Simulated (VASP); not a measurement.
# HPt4 in VASP: single point with r2SCAN

Aim: the single point of HPt4 with r2SCAN.

Program: VASP 6.6.1. These are calculated values, not measurements. Logs are shortened: lines on timing, memory, paths and dates and some standing lists are left out, and cuts for length are marked.

## 1. The cell of the first run

The cell holds a slab with vacuum, 5 atoms: a = 2.786 Å, b = 2.786 Å, c = 25.825 Å, α = 90.00°, β = 90.00°, γ = 120.00°.

## 2. Single point, r2SCAN

File POSCAR:

```
HPt4
1.0
    2.7861346168      0.0000000000      0.0000000000
   -1.3930673084      2.4128633565      0.0000000000
    0.0000000000      0.0000000000     25.8246081658
Pt H
4 1
Direct
    0.6666666667      0.3333333333      0.3291434258
    0.3333333333      0.6666666667      0.4172326380
    0.0000000000      0.0000000000      0.5058900122
    0.6666666667      0.3333333333      0.5969661968
    0.6666666667      0.3333333333      0.6566154568
```

File INCAR.step1:

```
SYSTEM = HPt4
ALGO = Normal
DIPOL = 0.5 0.5 0.501
EDIFF = 1E-4
ENCUT = 520
GGA = PE
IDIPOL = 3
ISMEAR = 0
LASPH = .True.
LCHARG = .False.
LDIPOL = .True.
LREAL = .False.
LWAVE = .True.
NBANDS = 28
NELM = 60
PREC = Accurate
SIGMA = 0.1
```

File INCAR.step2:

```
SYSTEM = HPt4
ALGO = Normal
DIPOL = 0.5 0.5 0.501
EDIFF = 1E-7
ENCUT = 520
IDIPOL = 3
ISIF = 2
ISMEAR = 0
ISTART = 1
LASPH = .True.
LCHARG = .False.
LDIPOL = .True.
LMIXTAU = .True.
LREAL = .False.
LWAVE = .False.
METAGGA = R2SCAN
NBANDS = 28
NELM = 60
PREC = Accurate
SIGMA = 0.1
```

File KPOINTS:

```
k-points
0
Gamma
  12 12 1
  0 0 0
```

Potentials or basis: VASP PAW PBE potentials, release 64 (Pt, H).

Started as:

```
cat potpaw_PBE.64/Pt/POTCAR potpaw_PBE.64/H/POTCAR > POTCAR
cp INCAR.step1 INCAR
mpirun -np 1 vasp_std > vasp.out
cp INCAR.step2 INCAR
mpirun -np 1 vasp_std > vasp.out
```

OUTCAR:

```text
SYSTEM = HPt4
   EDIFF = 1E-7
   ENCUT = 520
   ISIF = 2
   ISMEAR = 0
   ISTART = 1
   LASPH = .True.
   LREAL = .False.
   METAGGA = R2SCAN
   NELM = 60
   PREC = Accurate

 ion  position               nearest neighbor table
   1  0.667  0.333  0.329-   2 2.79   2 2.79   2 2.79
   2  0.333  0.667  0.417-   1 2.79   1 2.79   1 2.79   3 2.80   3 2.80   3 2.80
   3  0.000  0.000  0.506-   2 2.80   2 2.80   2 2.80   4 2.85   4 2.85   4 2.85
   4  0.667  0.333  0.597-   5 1.54   3 2.85   3 2.85   3 2.85
   5  0.667  0.333  0.657-   4 1.54

  LATTYP: Found a hexagonal cell.
 ALAT       =     2.7861346168
 C/A-ratio  =     9.2689735844

  Lattice vectors:

 A1 = (   2.7861346168,   0.0000000000,   0.0000000000)
 A2 = (  -1.3930673084,   2.4128633565,   0.0000000000)
 A3 = (   0.0000000000,   0.0000000000,  25.8246081658)

Analysis of symmetry for initial positions (statically):
=====================================================================
 Subroutine PRICEL returns:
 Original cell was already a primitive cell.

 Routine SETGRP: Setting up the symmetry group for a
 hexagonal supercell.

 Subroutine GETGRP returns: Found  6 space group operations
 (whereof  6 operations were pure point group operations)
 out of a pool of 24 trial point group operations.

The static configuration has the point symmetry C_3v.

Analysis of symmetry for dynamics (positions and initial velocities):
=====================================================================
 Subroutine PRICEL returns:
 Original cell was already a primitive cell.

 Routine SETGRP: Setting up the symmetry group for a
 hexagonal supercell.

 Subroutine GETGRP returns: Found  6 space group operations
 (whereof  6 operations were pure point group operations)
 out of a pool of 24 trial point group operations.

The dynamic configuration has the point symmetry C_3v.

 Subroutine INISYM returns: Found  6 space group operations
 (whereof  6 operations are pure point group operations),
 and found     1 'primitive' translations

----------------------------------------------------------------------------------------

                                     Primitive cell

  volume of cell :     173.6075

  direct lattice vectors                    reciprocal lattice vectors
     2.786134617  0.000000000  0.000000000     0.358920202  0.207222675  0.000000000
    -1.393067308  2.412863356  0.000000000     0.000000000  0.414445351  0.000000000
     0.000000000  0.000000000 25.824608166     0.000000000  0.000000000  0.038722756

  length of vectors
     2.786134617  2.786134617 25.824608166     0.414445351  0.414445351  0.038722756

  position of ions in fractional coordinates (direct lattice)
     0.666666667  0.333333333  0.329143426
     0.333333333  0.666666667  0.417232638
     0.000000000  0.000000000  0.505890012
     0.666666667  0.333333333  0.596966197
     0.666666667  0.333333333  0.656615457

  ion indices of the primitive-cell ions
   primitive index   ion index
                 1           1
                 2           2
                 3           3
                 4           4
                 5           5

----------------------------------------------------------------------------------------

 KPOINTS: k-points

Automatic generation of k-mesh.
 Grid dimensions read from file:
 generate k-points for:   12   12    1

 Generating k-lattice:

  Cartesian coordinates                     Fractional coordinates (reciprocal lattice)
     0.029910017  0.017268556  0.000000000     0.083333333  0.000000000  0.000000000
     0.000000000  0.034537113  0.000000000     0.000000000  0.083333333  0.000000000
     0.000000000  0.000000000  0.038722756     0.000000000  0.000000000  1.000000000

  Length of vectors
     0.034537113  0.034537113  0.038722756

  Shift w.r.t. Gamma in fractional coordinates (k-lattice)
     0.000000000  0.000000000  0.000000000

 Subroutine IBZKPT returns following result:
 ===========================================

 Found     19 irreducible k-points:

 Following reciprocal coordinates:
            Coordinates               Weight
  0.000000  0.000000  0.000000      1.000000
  0.083333  0.000000  0.000000      6.000000
  0.166667  0.000000  0.000000      6.000000
  0.250000  0.000000  0.000000      6.000000
  0.333333  0.000000  0.000000      6.000000
  0.416667  0.000000  0.000000      6.000000
[... 11 lines left out ...]
  0.333333  0.250000  0.000000     12.000000
  0.333333  0.333333  0.000000      2.000000
   k-points           NKPTS =     19   k-points in BZ     NKDIM =     19   number of bands    NBANDS=     28
   number of dos      NEDOS =    301   number of ions     NIONS =      5
   total plane-waves  NPLWV = 110592
   dimension x,y,z NGX =    24 NGY =   24 NGZ =  192
   dimension x,y,z NGXF=    48 NGYF=   48 NGZF=  384
   ions per type =               4   1
   NGX,Y,Z   is equivalent  to a cutoff of  14.32, 14.32, 12.36 a.u.
   NGXF,Y,Z  is equivalent  to a cutoff of  28.64, 28.64, 24.72 a.u.
 SYSTEM =  HPt4
   PREC   = accura    normal or accurate (medium, high low for compatibility)
   ISTART =      1    job   : 0-new  1-cont  2-samecut
   ICHARG =      0    charge: 1-file 2-atom 10-const
   ISPIN  =      1    spin polarized calculation?
   LNONCOLLINEAR =      F non collinear calculations
   LSORBIT =      F    spin-orbit coupling
   LASPH  =      T    aspherical Exc in radial PAW
   ENCUT  =  520.0 eV  38.22 Ry    6.18 a.u.   5.18  5.18 48.02*2*pi/ulx,y,z
   NELM   =     60;   NELMIN=  2; NELMDL=  0     # of ELM steps
   EDIFF  = 0.1E-06   stopping-criterion for ELM
   LREAL  =      F    real-space projection
   EDIFFG = 0.1E-05   stopping-criterion for IOM
   NSW    =      0    number of steps for IOM
   IBRION =     -1    ionic relax: 0-MD 1-quasi-New 2-CG
   NFREE  =      0    steps in history (QN), initial steepest desc. (CG)
   ISIF   =      2    stress and relaxation
   ISYM   =      2    0-nonsym 1-usesym 2-fastsym
   POTIM  = 0.5000    time-step for ionic-motion
   TEBEG  =    0.0;   TEEND  =   0.0 temperature during run
   PSTRESS=    0.0 pullay stress
   NELECT =      41.0000    total number of electrons
   NUPDOWN=      -1.0000    fix difference up-down
   EMIN   =  10.00;   EMAX   =-10.00  energy-range for DOS
   EFERMI =   0.00;   METHOD = LEGACY
   ISMEAR =     0;   SIGMA  =   0.10  broadening in eV -4-tet -1-fermi 0-gaus
   EFERMI_NEDOS =   21; number of points for ismear=-14 and -15
   IALGO  =     38    algorithm
   IMIX   =      4    mixing-type and parameters
     AMIX     =   0.40;   BMIX     =  1.00
     AMIX_MAG =   1.60;   BMIX_MAG =  1.00
  volume/ion in A,a.u.               =      34.72       234.31
  Fermi-wavevector in a.u.,A,eV,Ry     =   1.011921  1.912253 13.932149  1.023984
  Thomas-Fermi vector in A             =   2.144999
   LORBIT       =      0    0 simple, 1 ext, 2 COOP (PROOUT), +10 PAW based schemes
   METAGGA = R2SCAN    functional components
   LHFCALC =     F    Hartree Fock is set to
   AEXX    =    0.0000 exact exchange contribution
   IVDW    =     0    specifies the selected vdW correction
   LEPSILON=     F    determine dielectric tensor
   LRPA    =     F    only Hartree local field effects (RPA)
 non-spin polarized calculation
 Gauss-broadening in eV      SIGMA  =   0.10
  energy-cutoff  :      520.00
  volume of cell :      173.61
 maximum number of plane-waves:      4705
 NGX is ok and might be reduce to    24
   NGX = 11   NGY = 11   NGZ = 97

 number of electron      41.0000000 magnetization

 dipolmoment           0.000000      0.000000     -0.026088 electrons x Angstroem

 Free energy of the ion-electron system (eV)
  ---------------------------------------------------
  ext. energy  EPLUGINS =         0.00000000
  ---------------------------------------------------
  free energy    TOTEN  =      -208.53649711 eV

  energy without entropy =     -208.50133567  energy(sigma->0) =     -208.51891639

 E-fermi :   0.3226     XC(G=0):  -5.9224

 val. band max:        0.2875456418   @ k =   0.2500   0.0000   0.0000
 cond. band min:       0.3259243734   @ k =   0.3333   0.0000   0.0000
 fundamental gap:      0.0383787316
 Fermi energy:         0.3226340496

 k-point     1 :       0.0000    0.0000    0.0000
  band No.  band energies     occupation
      1      -9.4085      2.00000
      2      -8.2318      2.00000
      3      -7.0487      2.00000
      4      -6.8299      2.00000
      5      -5.9966      2.00000
      6      -3.5188      2.00000
[... 20 lines left out ...]
     27       5.8220      0.00000
     28       6.3571      0.00000

 k-point     2 :       0.0833    0.0000    0.0000
  band No.  band energies     occupation
      1      -9.1618      2.00000
      2      -7.9972      2.00000
      3      -6.7954      2.00000
      4      -6.5929      2.00000
      5      -5.9115      2.00000
      6      -3.6398      2.00000
[... 20 lines left out ...]
     27       5.9877      0.00000
     28       6.5484      0.00000

 k-point     3 :       0.1667    0.0000    0.0000
  band No.  band energies     occupation
      1      -8.4755      2.00000
      2      -7.3795      2.00000
      3      -6.1498      2.00000
      4      -5.9851      2.00000
      5      -5.6694      2.00000
      6      -4.1222      2.00000
[... 20 lines left out ...]
     27       6.4780      0.00000
     28       7.1188      0.00000

 k-point     4 :       0.2500    0.0000    0.0000
  band No.  band energies     occupation
      1      -7.5519      2.00000
      2      -6.6911      2.00000
      3      -5.7294      2.00000
      4      -5.5402      2.00000
      5      -5.2356      2.00000
      6      -4.6540      2.00000
[... 20 lines left out ...]
     27       7.2929      0.00000
     28       8.0115      0.00000

 k-point     5 :       0.3333    0.0000    0.0000
  band No.  band energies     occupation
      1      -6.8371      2.00000
      2      -6.3058      2.00000
      3      -5.8464      2.00000
      4      -5.6107      2.00000
      5      -5.3144      2.00000
      6      -4.9638      2.00000
[... 20 lines left out ...]
     27       8.4210      0.00000
     28       9.0619      0.00000

 k-point     6 :       0.4167    0.0000    0.0000
  band No.  band energies     occupation
      1      -6.6412      2.00000
      2      -6.3085      2.00000
      3      -5.9721      2.00000
      4      -5.7754      2.00000
      5      -5.5470      2.00000
      6      -5.0744      2.00000
[... 308 lines left out ...]
      5      -5.0557      2.00000
      6      -4.8348      2.00000
[... 20 lines left out ...]
     27       7.3659      0.00000
     28       8.7337      0.00000

 k-point    17 :       0.2500    0.2500    0.0000
  band No.  band energies     occupation
      1      -5.8223      2.00000
      2      -5.5651      2.00000
      3      -5.2680      2.00000
      4      -5.0580      2.00000
      5      -4.6180      2.00000
      6      -4.4532      2.00000
[... 20 lines left out ...]
     27       8.1492      0.00000
     28       9.0688      0.00000

 k-point    18 :       0.3333    0.2500    0.0000
  band No.  band energies     occupation
      1      -5.7066      2.00000
      2      -5.4368      2.00000
      3      -5.1209      2.00000
      4      -4.9518      2.00000
      5      -4.6744      2.00000
      6      -4.4549      2.00000
[... 20 lines left out ...]
     27       7.7125      0.00000
     28       8.3944      0.00000

 k-point    19 :       0.3333    0.3333    0.0000
  band No.  band energies     occupation
      1      -5.5284      2.00000
      2      -5.1267      2.00000
      3      -5.1228      2.00000
      4      -4.8283      2.00000
      5      -4.5586      2.00000
      6      -4.5065      2.00000
[... 20 lines left out ...]
     27       7.3028      0.00000
     28       8.9784      0.00000

------------------------ aborting loop because EDIFF is reached ----------------------------------------

 vacuum level on the upper side and lower side of the slab       (xc-potential included)        -0.360         0.330

  FORCE on cell =-STRESS in cart. coord.  units (eV):
  Direction    XX          YY          ZZ          XY          YZ          ZX
  --------------------------------------------------------------------------------------
  -------------------------------------------------------------------------------------
  Total       -4.2797964     -4.2797964      0.6113883      0.0000000      0.0000000      0.0000000
  in kB      -39.4970926    -39.4970926      5.6423383      0.0000000      0.0000000      0.0000000
  external PRESSURE =     -24.4506156 kB  Pullay stress =       0.0000000 kB

 VOLUME and BASIS-vectors are now :
 -----------------------------------------------------------------------------
  energy-cutoff  :      520.00
  volume of cell :      173.61
      direct lattice vectors                 reciprocal lattice vectors
     2.786134617  0.000000000  0.000000000     0.358920202  0.207222675  0.000000000
    -1.393067308  2.412863356  0.000000000     0.000000000  0.414445351  0.000000000
     0.000000000  0.000000000 25.824608166     0.000000000  0.000000000  0.038722756

 POSITION                                       TOTAL-FORCE (eV/Angst)
 -----------------------------------------------------------------------------------
      1.39307      0.80429      8.50000        -0.000000      0.000000     -0.186913
     -0.00000      1.60858     10.77487        -0.000000      0.000000      0.160298
      0.00000      0.00000     13.06441         0.000000     -0.000000      0.004821
      1.39307      0.80429     15.41642        -0.000000      0.000000     -0.054128
      1.39307      0.80429     16.95684        -0.000000      0.000000      0.075922
 -----------------------------------------------------------------------------------
    total drift:                               -0.000000      0.000000     -0.000454

  FREE ENERGIE OF THE ION-ELECTRON SYSTEM (eV)
  ---------------------------------------------------
  free  energy   TOTEN  =      -208.5364971094 eV

  energy  without entropy=     -208.5013356721  energy(sigma->0) =     -208.51891639

 vacuum level on the upper side and lower side of the slab         5.392         6.095
```

Run time: 8.6 min. Hardware: 1 thread of Intel Xeon Platinum 8375C at 2.90GHz (Ice Lake), shared host; peak memory 0.4 GiB.

What came out:

| Quantity | Value |
| --- | --- |
| Free energy | -208.5365 eV |
| Largest force | 0.187 eV/Å |

Forces in eV/Å, atoms in the order of the input:
```
Pt   0.000  0.000 -0.187
Pt   0.000  0.000  0.160
Pt   0.000  0.000  0.005
Pt   0.000  0.000 -0.054
H    0.000  0.000  0.076
```

Caveat: the PAW data sets were made with another functional, which shifts forces and pressure a little; spin-orbit coupling is left out, which moves the levels of the heavy elements.
